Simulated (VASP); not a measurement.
MgZn2O4: single point with PBEsol

MgZn2O4:

```
CELL_PARAMETERS angstrom
2.71415 0.05627 0.02904
1.44523 4.66650 -0.02115
0.07722 1.04615 5.08915
ATOMIC_POSITIONS crystal
Mg 0.50000 0.50000 0.00000
Zn 0.73080 0.06026 0.72454
Zn 0.26920 0.93974 0.27546
O 0.85022 0.74074 0.13958
O 0.31179 0.81227 0.69878
O 0.14978 0.25926 0.86042
O 0.68821 0.18773 0.30122
```

This cell differs from its parent crystal: Mn replaced by Zn, lengths x 0.970, strained.

```
Program             : VASP 6.6.1
Task                : single point
Functional          : PBEsol
Potentials or basis : VASP PAW PBE potentials, release 64 (Mg, Zn, O)
Cutoff              : 520 eV
k mesh              : 8 × 4 × 4
Occupations         : gaussian, width 0.1 eV
Spin                : collinear spin, ferromagnetic start
Starting moments    : [0.0, 0.0, 0.0, 1.0, 1.0, 1.0, 1.0] μB
```

```yaml
Pressure: 45.8 GPa
Largest_force: 5.149 eV/Å
Net_moment: 1.54 μB per cell
Site_moments: Mg +0.01; Zn +0.18; O +0.23, +0.29 μB
Valence_electrons_inside_the_program's_atomic_spheres: Mg 0.53; Zn 11.31; O 5.08
```

Forces on the atoms (eV/Å):
```
Mg   0.000  0.000  0.000
Zn  -2.074  2.138 -0.105
Zn   2.074 -2.138  0.105
O    1.109 -1.706  0.107
O    3.009 -3.537 -2.224
O   -1.109  1.706 -0.107
O   -3.009  3.537  2.224
```

Stress tensor (GPa, compression positive):
```
 59.63 -21.19  -3.90
-21.19  52.72   8.65
 -3.90   8.65  25.13
```

Levels at points of the mesh, in eV from the Fermi level:
Spin up:
```csv
k point,band 24,band 25,band 26,band 27,band 28,band 29
"(0.00, 0.00, 0.00)",-0.32,-0.10,0.25,4.79,7.68,9.83
"(0.50, 0.00, 0.00)",-1.05,-0.37,-0.17,8.93,9.80,10.32
"(0.00, 0.50, 0.00)",-0.71,0.06,0.44,6.62,6.74,9.20
"(0.50, 0.50, 0.00)",-1.05,-0.55,-0.23,8.87,9.79,10.23
"(0.00, 0.00, 0.50)",-0.98,-0.16,0.23,6.69,7.41,9.73
"(0.50, 0.00, 0.50)",-0.81,-0.46,-0.07,7.74,8.93,9.34
"(0.00, 0.50, 0.50)",-1.08,0.00,0.45,7.47,7.87,9.44
"(0.50, 0.50, 0.50)",-0.87,-0.36,-0.25,8.02,8.71,9.52
```
Spin down:
| k point | band 22 | band 23 | band 24 | band 25 | band 26 | band 27 |
| --- | --- | --- | --- | --- | --- | --- |
| (0.00, 0.00, 0.00) | -0.57 | -0.46 | 0.13 | 0.46 | 0.79 | 4.98 |
| (0.50, 0.00, 0.00) | -1.83 | -1.06 | -0.71 | 0.28 | 0.47 | 9.08 |
| (0.00, 0.50, 0.00) | -0.79 | -0.55 | -0.34 | 0.62 | 1.00 | 6.79 |
| (0.50, 0.50, 0.00) | -1.77 | -1.15 | -0.70 | 0.06 | 0.40 | 9.02 |
| (0.00, 0.00, 0.50) | -1.43 | -0.88 | -0.51 | 0.37 | 0.80 | 6.93 |
| (0.50, 0.00, 0.50) | -1.42 | -0.72 | -0.46 | 0.17 | 0.58 | 7.82 |
| (0.00, 0.50, 0.50) | -1.43 | -0.94 | -0.70 | 0.54 | 1.02 | 7.72 |
| (0.50, 0.50, 0.50) | -1.58 | -0.99 | -0.53 | 0.21 | 0.40 | 8.11 |

Run time: 4.8 min on 1 thread of Intel(R) Xeon(R) Platinum 8488C (Sapphire Rapids), on a shared host, peak memory 0.36 GiB.

Caveat: the cell differs from its parent crystal (Mn replaced by Zn, lengths x 0.970, strained); the PAW data sets were made with another functional, which shifts forces and pressure a little.
